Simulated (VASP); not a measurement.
Set up this calculation in VASP 6.6.1, as the native input.

```yaml
Task: single point
Functional: revPBE
Potentials_or_basis: VASP PAW PBE potentials, release 64 (Mn_pv)
Cutoff: 520 eV
k_mesh: 26 × 26 × 26
Occupations: fermi-dirac, width 0.1 eV
Spin: no spin polarisation
Dipole_correction: no
Further_INCAR_settings: ALGO = Normal; EDIFF = 1e-06; NBANDS = 12
```

The structure of Mn lies in POSCAR:

```
Mn
1.0
   -1.3994475500      1.3994475500      1.3994475500
    1.3994475500     -1.3994475500      1.3994475500
    1.3994475500      1.3994475500     -1.3994475500
Mn
1
Direct
    0.0000000000      0.0000000000      0.0000000000
```

This isn't the form of Mn at room conditions, which is a 58-atom cubic cell.

One way to write it, as run:

INCAR

```
ALGO = Normal ; EDIFF = 1E-6
ENCUT = 520 ; GGA = RE
ISIF = 2 ; ISMEAR = -1
LASPH = T ; LCHARG = F
LREAL = F ; LWAVE = F
NBANDS = 12 ; NELM = 80
PREC = Accurate ; SIGMA = 0.1
```

KPOINTS

```
k-points
0
Gamma
  26 26 26
```

Potentials or basis: VASP PAW PBE potentials, release 64 (Mn_pv).

Run with:

```sh
$ cat potpaw_PBE.64/Mn_pv/POTCAR > POTCAR
$ mpirun -np 1 vasp_std > vasp.out
```

Results of the run:

| Property | Result |
| --- | --- |
| Pressure | -0.1 GPa |
| Band gap on the k mesh | zero (an odd number of electrons rules out a gap without spin polarisation) |

Caveat: the PAW data sets were made with another functional, which shifts forces and pressure a little; the run has no spin polarisation, though such a crystal can be magnetic.

Run time: 48 s on 1 thread of Intel(R) Xeon(R) Platinum 8259CL CPU @ 2.50GHz (Skylake/Cascade Lake) (shared host), peak memory 0.18 GiB.
